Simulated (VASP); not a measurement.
A run of VASP 6.6.1:

INCAR

```
ALGO = Normal ; EDIFF = 1E-6
ENCUT = 520 ; GGA = PE
ISIF = 2 ; ISMEAR = -1
LASPH = T ; LCHARG = F
LREAL = F ; LWAVE = F
NBANDS = 88 ; NELM = 100
PREC = Accurate ; SIGMA = 0.15
```

KPOINTS

```
k-points
0
Gamma
  2 2 1
```

POSCAR

```
Zn12Cl
1.0
    5.3200000000      0.0000000000      0.0000000000
    2.6600000000      4.6072550000      0.0000000000
    0.0000000000      0.0000000000     17.9369600000
Zn Cl
12 1
Direct
    0.0000000000      0.0000000000      0.0557508073
    0.5000000000      0.0000000000      0.0557508073
    0.0000029844      0.4999940312      0.0557508073
    0.5000029844      0.4999940312      0.0557508073
   -0.1492846895      0.3040205068      0.1908684638
    0.3229729166      0.3612346180      0.1752247873
   -0.1793523602      0.8230280286      0.2082515655
    0.3302274248      0.8410865038      0.1783133820
    0.0666750202     -0.0056432735      0.3094058302
    0.5208529181      0.0043843894      0.3191287710
   -0.0066378339      0.4874486001      0.3283722548
    0.5137437432      0.4722117617      0.2992034325
    0.7965646287      0.8301038254      0.4326262644
```

Potentials or basis: VASP PAW PBE potentials, release 64 (Zn, Cl).

Launch:

```sh
$ cat potpaw_PBE.64/Zn/POTCAR potpaw_PBE.64/Cl/POTCAR > POTCAR
$ mpirun -np 1 vasp_std > vasp.out
```

Hardware: 1 thread of Intel(R) Xeon(R) Platinum 8488C (Sapphire Rapids), on a shared host.

Task: How long does it take, and how much memory?

Result: It took 4.5 min on 1 thread of Intel(R) Xeon(R) Platinum 8488C (Sapphire Rapids) (shared host), peak memory 0.55 GiB. Counts: scf iterations 23, k points 4.
